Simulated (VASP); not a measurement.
# KMg6Zn in VASP: a series of runs

The runs below take KMg6Zn through single point, with PBE.

Program: VASP 6.6.1. These are calculated values, not measurements. Logs are shortened: lines on timing, memory, paths and dates and some standing lists are left out, and cuts for length are marked.

### Step 1. The cell of the first run

It takes space group Amm2 (No. 38, orthorhombic). Conventional cell: a = 5.194 Å, b = 6.774 Å, c = 11.571 Å, α = 90.00°, β = 90.00°, γ = 90.00°. Zn (site symmetry mm2) has 10 Mg at 2.98 to 3.72 Å and 2 K at 3.34 Å within 3.9 Å. K (site symmetry mm2) has 10 Mg at 3.29 to 3.42 Å and 2 Zn at 3.34 Å within 4.3 Å. Mg (site symmetry mm2) has 10 Mg at 3.20 to 3.42 Å and 2 K at 3.39 Å within 4.2 Å. Within 4.2 Å of Mg (site symmetry m) lie 2 Zn at 3.16 Å and 8 Mg at 3.16 to 3.50 Å and 2 K at 3.29 to 3.42 Å. Within 4.3 Å of Mg (site symmetry mm2) lie 10 Mg at 3.25 to 3.38 Å and 2 Zn at 3.39 Å. Mg (site symmetry m) has 2 Zn at 2.98 to 3.72 Å and 8 Mg at 3.10 to 3.67 Å and 2 K at 3.38 Å within 3.9 Å.

### Step 2. Single point, PBE

INCAR reads:

```
SYSTEM = KMg6Zn
PREC     = Accurate       ! precision mode
ENCUT    = 520            ! plane-wave cutoff, eV
EDIFF    = 1E-6           ! SCF threshold, eV
ISMEAR   = -1             ! smearing method
SIGMA    = 0.05           ! smearing width, eV
LREAL    = .False.        ! projectors in reciprocal space
LASPH    = .True.         ! aspherical terms in the spheres
NELM     = 60             ! most SCF steps
ALGO     = Fast           ! electronic algorithm
ISIF     = 2              ! what is computed and relaxed
LWAVE    = .False.        ! write WAVECAR
LCHARG   = .False.        ! write CHGCAR
GGA      = PE             ! functional
NBANDS   = 26             ! bands
```

KPOINTS reads:

```
Automatic mesh
0
Gamma
  5 5 5
  0 0 0
```

POSCAR reads:

```
KMg6Zn
1.0
    5.1940270000      0.0000000000      0.0000000000
    0.0000000000      3.3871870000      5.7856690000
    0.0000000000     -3.3871870000      5.7856690000
Zn K Mg
1 1 6
Direct
    0.0000000000      0.8525780000      0.8525780000
    0.5000000000      0.6708380000      0.6708380000
    0.5000000000      0.1633430000      0.1633430000
    0.5000000000      0.6759900000      0.1586000000
    0.5000000000      0.1586000000      0.6759900000
    0.0000000000      0.3327190000      0.3327190000
    0.0000000000      0.8441010000      0.3018310000
    0.0000000000      0.3018310000      0.8441010000
```

Potentials or basis: VASP PAW PBE potentials, release 64 (Zn, K_sv, Mg).

Run with:

```
$ cat potpaw_PBE.64/Zn/POTCAR potpaw_PBE.64/K_sv/POTCAR potpaw_PBE.64/Mg/POTCAR > POTCAR
$ mpirun -np 1 vasp_std > vasp.out
```

OUTCAR:

```text
SYSTEM = KMg6Zn
   PREC = Accurate
   ENCUT = 520
   EDIFF = 1E-6
   ISMEAR = -1
   LREAL = .False.
   LASPH = .True.
   NELM = 60
   ISIF = 2
   GGA = PE

 ion  position               nearest neighbor table
   1  0.000  0.853  0.853-   7 2.98   8 2.98   4 3.16   5 3.16   4 3.16   5 3.16   2 3.34   2 3.34

   2  0.500  0.671  0.671-   4 3.29   5 3.29   1 3.34   1 3.34   8 3.38   7 3.38   7 3.38   8 3.38
                             3 3.39   3 3.39   5 3.42   4 3.42
   3  0.500  0.163  0.163-   7 3.20   8 3.20   7 3.20   8 3.20   6 3.25   6 3.25   4 3.28   5 3.28
                             2 3.39   2 3.39   4 3.42   5 3.42
   4  0.500  0.676  0.159-   1 3.16   1 3.16   7 3.16   7 3.16   5 3.27   6 3.28   6 3.28   3 3.28
                             2 3.29   2 3.42   3 3.42   5 3.50
   5  0.500  0.159  0.676-   1 3.16   1 3.16   8 3.16   8 3.16   4 3.27   6 3.28   6 3.28   3 3.28
                             2 3.29   2 3.42   3 3.42   4 3.50
   6  0.000  0.333  0.333-   3 3.25   3 3.25   5 3.28   4 3.28   4 3.28   5 3.28   7 3.33   8 3.33
                             8 3.38   7 3.38
   7  0.000  0.844  0.302-   1 2.98   8 3.10   4 3.16   4 3.16   3 3.20   3 3.20   6 3.33   2 3.38
                             2 3.38   6 3.38
   8  0.000  0.302  0.844-   1 2.98   7 3.10   5 3.16   5 3.16   3 3.20   3 3.20   6 3.33   2 3.38
                             2 3.38   6 3.38

  LATTYP: Found a base centered orthorhombic cell.
 ALAT       =     6.7743740000
 B/A-ratio  =     1.7081043946
 C/A-ratio  =     0.7667168952

  Lattice vectors:

 A1 = (   0.0000000000,   3.3871870000,  -5.7856690000)
 A2 = (   0.0000000000,   3.3871870000,   5.7856690000)
 A3 = (   5.1940270000,   0.0000000000,   0.0000000000)

Analysis of symmetry for initial positions (statically):
=====================================================================
 Subroutine PRICEL returns:
 Original cell was already a primitive cell.

 Routine SETGRP: Setting up the symmetry group for a
 base centered orthorhombic supercell.

 Subroutine GETGRP returns: Found  4 space group operations
 (whereof  4 operations were pure point group operations)
 out of a pool of  8 trial point group operations.

The static configuration has the point symmetry C_2v.

Analysis of symmetry for dynamics (positions and initial velocities):
=====================================================================
 Subroutine PRICEL returns:
 Original cell was already a primitive cell.

 Routine SETGRP: Setting up the symmetry group for a
 base centered orthorhombic supercell.

 Subroutine GETGRP returns: Found  4 space group operations
 (whereof  4 operations were pure point group operations)
 out of a pool of  8 trial point group operations.

The dynamic configuration has the point symmetry C_2v.

 Subroutine INISYM returns: Found  4 space group operations
 (whereof  4 operations are pure point group operations),
 and found     1 'primitive' translations

----------------------------------------------------------------------------------------

                                     Primitive cell

  volume of cell :     203.5762

  direct lattice vectors                    reciprocal lattice vectors
     5.194027000  0.000000000  0.000000000     0.192528841  0.000000000  0.000000000
     0.000000000  3.387187000  5.785669000     0.000000000  0.147615115  0.086420430
     0.000000000 -3.387187000  5.785669000     0.000000000 -0.147615115  0.086420430

  length of vectors
     5.194027000  6.704252498  6.704252498     0.192528841  0.171051784  0.171051784

  position of ions in fractional coordinates (direct lattice)
     0.000000000  0.852578000  0.852578000
     0.500000000  0.670838000  0.670838000
     0.500000000  0.163343000  0.163343000
     0.500000000  0.675990000  0.158600000
     0.500000000  0.158600000  0.675990000
     0.000000000  0.332719000  0.332719000
     0.000000000  0.844101000  0.301831000
     0.000000000  0.301831000  0.844101000

  ion indices of the primitive-cell ions
   primitive index   ion index
                 1           1
                 2           2
                 3           3
                 4           4
                 5           5
                 6           6
                 7           7
                 8           8

----------------------------------------------------------------------------------------

 KPOINTS: Automatic mesh

Automatic generation of k-mesh.
 Grid dimensions read from file:
 generate k-points for:    5    5    5

 Generating k-lattice:

  Cartesian coordinates                     Fractional coordinates (reciprocal lattice)
     0.038505768  0.000000000  0.000000000     0.200000000  0.000000000  0.000000000
     0.000000000  0.029523023  0.017284086     0.000000000  0.200000000  0.000000000
     0.000000000 -0.029523023  0.017284086     0.000000000  0.000000000  0.200000000

  Length of vectors
     0.038505768  0.034210357  0.034210357

  Shift w.r.t. Gamma in fractional coordinates (k-lattice)
     0.000000000  0.000000000  0.000000000

 Subroutine IBZKPT returns following result:
 ===========================================

 Found     27 irreducible k-points:

 Following reciprocal coordinates:
            Coordinates               Weight
  0.000000  0.000000  0.000000      1.000000
  0.200000  0.000000  0.000000      2.000000
  0.400000  0.000000  0.000000      2.000000
  0.000000  0.200000 -0.000000      4.000000
  0.200000  0.200000 -0.000000      8.000000
  0.400000  0.200000 -0.000000      8.000000
[... 16 lines left out ...]
  0.200000  0.400000  0.400000      4.000000
  0.400000  0.400000  0.400000      4.000000
 [... further k-points ...]
   k-points           NKPTS =     27   k-points in BZ     NKDIM =     27   number of bands    NBANDS=     26
   number of dos      NEDOS =    301   number of ions     NIONS =      8
   total plane-waves  NPLWV = 100000
   dimension x,y,z NGX =    40 NGY =   50 NGZ =   50
   dimension x,y,z NGXF=    80 NGYF=  100 NGZF=  100
   ions per type =               1   1   6
   NGX,Y,Z   is equivalent  to a cutoff of  12.80, 12.40, 12.40 a.u.
   NGXF,Y,Z  is equivalent  to a cutoff of  25.61, 24.80, 24.80 a.u.
 SYSTEM =  KMg6Zn
   PREC   = accura    normal or accurate (medium, high low for compatibility)
   ISTART =      0    job   : 0-new  1-cont  2-samecut
   ICHARG =      2    charge: 1-file 2-atom 10-const
   ISPIN  =      1    spin polarized calculation?
   LNONCOLLINEAR =      F non collinear calculations
   LSORBIT =      F    spin-orbit coupling
   LASPH  =      T    aspherical Exc in radial PAW
   ENCUT  =  520.0 eV  38.22 Ry    6.18 a.u.   9.66 12.47 12.47*2*pi/ulx,y,z
   NELM   =     60;   NELMIN=  2; NELMDL= -5     # of ELM steps
   EDIFF  = 0.1E-05   stopping-criterion for ELM
   LREAL  =      F    real-space projection
   EDIFFG = 0.1E-04   stopping-criterion for IOM
   NSW    =      0    number of steps for IOM
   IBRION =     -1    ionic relax: 0-MD 1-quasi-New 2-CG
   NFREE  =      0    steps in history (QN), initial steepest desc. (CG)
   ISIF   =      2    stress and relaxation
   ISYM   =      2    0-nonsym 1-usesym 2-fastsym
   POTIM  = 0.5000    time-step for ionic-motion
   TEBEG  =    0.0;   TEEND  =   0.0 temperature during run
   PSTRESS=    0.0 pullay stress
   NELECT =      33.0000    total number of electrons
   NUPDOWN=      -1.0000    fix difference up-down
   EMIN   =  10.00;   EMAX   =-10.00  energy-range for DOS
   EFERMI =   0.00;   METHOD = LEGACY
   ISMEAR =    -1;   SIGMA  =   0.05  broadening in eV -4-tet -1-fermi 0-gaus
   EFERMI_NEDOS =   21; number of points for ismear=-14 and -15
   IALGO  =     68    algorithm
   IMIX   =      4    mixing-type and parameters
     AMIX     =   0.40;   BMIX     =  1.00
     AMIX_MAG =   1.60;   BMIX_MAG =  1.00
  volume/ion in A,a.u.               =      25.45       171.72
  Fermi-wavevector in a.u.,A,eV,Ry     =   0.892628  1.686822 10.840914  0.796785
  Thomas-Fermi vector in A             =   2.014601
   LORBIT       =      0    0 simple, 1 ext, 2 COOP (PROOUT), +10 PAW based schemes
   GGA     = PE    functional components
   LHFCALC =     F    Hartree Fock is set to
   AEXX    =    0.0000 exact exchange contribution
   IVDW    =     0    specifies the selected vdW correction
   LEPSILON=     F    determine dielectric tensor
   LRPA    =     F    only Hartree local field effects (RPA)
 non-spin polarized calculation
 RMM-DIIS sequential band-by-band and
  energy-cutoff  :      520.00
  volume of cell :      203.58
 maximum number of plane-waves:      5506
 NGX is ok and might be reduce to    40
   NGX = 19   NGY = 25   NGZ = 25

 number of electron      32.9999991 magnetization

 Free energy of the ion-electron system (eV)
  ---------------------------------------------------
  ext. energy  EPLUGINS =         0.00000000
  ---------------------------------------------------
  free energy    TOTEN  =        -9.93726384 eV

  energy without entropy =       -9.92262867  energy(sigma->0) =       -9.92994626

 E-fermi :   2.0055     XC(G=0):  -8.3762

 val. band max:        1.9462422342   @ k =   0.4000   0.2000   0.2000
 cond. band min:       2.0579074541   @ k =   0.4000   0.2000   0.2000
 fundamental gap:      0.1116652198
 Fermi energy:         2.0055243543

 k-point     1 :       0.0000    0.0000    0.0000
  band No.  band energies     occupation
      1     -28.7626      2.00000
      2     -12.3812      2.00000
      3     -12.3800      2.00000
      4     -12.3205      2.00000
      5      -4.9852      2.00000
      6      -4.9592      2.00000
[... 18 lines left out ...]
     25       5.1576      0.00000
     26       5.3119      0.00000

 k-point     2 :       0.2000    0.0000    0.0000
  band No.  band energies     occupation
      1     -28.7624      2.00000
      2     -12.3802      2.00000
      3     -12.3788      2.00000
      4     -12.3298      2.00000
      5      -4.9807      2.00000
      6      -4.9590      2.00000
[... 18 lines left out ...]
     25       6.7414      0.00000
[... 608 lines left out ...]
     25       5.6844      0.00000
     26       6.2312      0.00000

 k-point    24 :       0.4000    0.4000    0.4000
  band No.  band energies     occupation
      1     -28.7621      2.00000
      2     -12.3808      2.00000
      3     -12.3797      2.00000
      4     -12.3441      2.00000
      5      -4.9691      2.00000
      6      -4.9585      2.00000
[... 18 lines left out ...]
     25       5.9842      0.00000
     26       6.0443      0.00000

 [... further k-points ...]

------------------------ aborting loop because EDIFF is reached ----------------------------------------

  FORCE on cell =-STRESS in cart. coord.  units (eV):
  Direction    XX          YY          ZZ          XY          YZ          ZX
  --------------------------------------------------------------------------------------
  -------------------------------------------------------------------------------------
  Total        0.8487478     -0.6879621     -0.2296738      0.0000000      0.0000000      0.0000000
  in kB        6.6797817     -5.4143722     -1.8075702      0.0000000      0.0000000      0.0000000
  external PRESSURE =      -0.1807202 kB  Pullay stress =       0.0000000 kB

 VOLUME and BASIS-vectors are now :
 -----------------------------------------------------------------------------
  energy-cutoff  :      520.00
  volume of cell :      203.58
      direct lattice vectors                 reciprocal lattice vectors
     5.194027000  0.000000000  0.000000000     0.192528841  0.000000000  0.000000000
     0.000000000  3.387187000  5.785669000     0.000000000  0.147615115  0.086420430
     0.000000000 -3.387187000  5.785669000     0.000000000 -0.147615115  0.086420430

 POSITION                                       TOTAL-FORCE (eV/Angst)
 -----------------------------------------------------------------------------------
      0.00000      0.00000      9.86547         0.000000      0.000000      0.107469
      2.59701      0.00000      7.76249         0.000000      0.000000      0.017164
      2.59701      0.00000      1.89010         0.000000      0.000000      0.002653
      2.59701      1.75250      4.82866         0.000000      0.007204     -0.001721
      2.59701     -1.75250      4.82866         0.000000     -0.007204     -0.001721
      0.00000      0.00000      3.85000         0.000000      0.000000     -0.028880
      0.00000      1.83677      6.62998         0.000000      0.052689     -0.047481
      0.00000     -1.83677      6.62998         0.000000     -0.052689     -0.047481
 -----------------------------------------------------------------------------------
    total drift:                               -0.000000     -0.000000     -0.001418

  FREE ENERGIE OF THE ION-ELECTRON SYSTEM (eV)
  ---------------------------------------------------
  free  energy   TOTEN  =        -9.9372638415 eV

  energy  without entropy=       -9.9226286731  energy(sigma->0) =       -9.92994626
```

Wall time 5.1 min (1 thread of Oxide Virtual Turin-like, shared host); peak memory 0.36 GiB.

Results:

```
Free energy            : -9.9373 eV
Pressure               : 0.0 GPa
Largest force          : 0.107 eV/Å
Band gap on the k mesh : zero (an odd number of electrons rules out a gap without spin polarisation)
```

Forces on the atoms (eV/Å):
```
Zn   0.000  0.000  0.107
K    0.000  0.000  0.017
Mg   0.000  0.000  0.003
Mg   0.000  0.007 -0.002
Mg   0.000 -0.007 -0.002
Mg   0.000  0.000 -0.029
Mg   0.000  0.053 -0.047
Mg   0.000 -0.053 -0.047
```

### Step 3. Single point, PBE (atoms moved at random)

INCAR is that of step 2.

KPOINTS reads:

```
regular mesh
0
Gamma
  5 5 5
  0 0 0
```

POSCAR reads:

```
KMg6Zn
1.0
    5.1940270000      0.0000000000      0.0000000000
    0.0000000000      3.3871870000      5.7856690000
    0.0000000000     -3.3871870000      5.7856690000
Zn K Mg
1 1 6
Direct
    0.0017080000      0.8531860000      0.8513160000
    0.5029440000      0.6629960000      0.6766730000
    0.4926920000      0.1616870000      0.1590610000
    0.4925490000      0.6760420000      0.1616960000
    0.5012680000      0.1608260000      0.6778990000
    0.0060510000      0.3424440000      0.3255190000
    0.0030250000      0.8500070000      0.3047460000
   -0.0054820000      0.3062870000      0.8415230000
```

Potentials or basis: VASP PAW PBE potentials, release 64 (Zn, K_sv, Mg).

Run with:

```
$ cat potpaw_PBE.64/Zn/POTCAR potpaw_PBE.64/K_sv/POTCAR potpaw_PBE.64/Mg/POTCAR > POTCAR
$ mpirun -np 1 vasp_std > vasp.out
```

Run time: 10 min. Hardware: 1 thread of Oxide Virtual Turin-like, shared host; peak memory 0.5 GiB.

The run converged. Its results:

```
Free energy            : -9.9130 eV
Pressure               : 0.0 GPa
Largest force          : 0.229 eV/Å
Band gap on the k mesh : zero (an odd number of electrons rules out a gap without spin polarisation)
```

Forces on the atoms (eV/Å):
```
Zn  -0.005 -0.001  0.130
K   -0.046  0.176  0.139
Mg   0.098 -0.085  0.085
Mg   0.112  0.037 -0.005
Mg  -0.026 -0.032 -0.148
Mg  -0.112 -0.035 -0.034
Mg  -0.102  0.045 -0.074
Mg   0.081 -0.105 -0.093
```

Stress tensor (GPa, compression positive):
```
 0.80  0.01 -0.04
 0.01 -0.52  0.17
-0.04  0.17 -0.31
```

Levels at points of the mesh, in eV from the Fermi level:
| k point | band 15 | band 16 | band 17 | band 18 | band 19 | band 20 |
| --- | --- | --- | --- | --- | --- | --- |
| (0.00, 0.00, 0.00) | -1.26 | -1.13 | -1.01 | -0.08 | 2.05 | 2.23 |

Caveat: the cell differs from its parent crystal (atoms moved at random).

The gap in the log of VASP goes by the Fermi energy; the results here count the filled bands.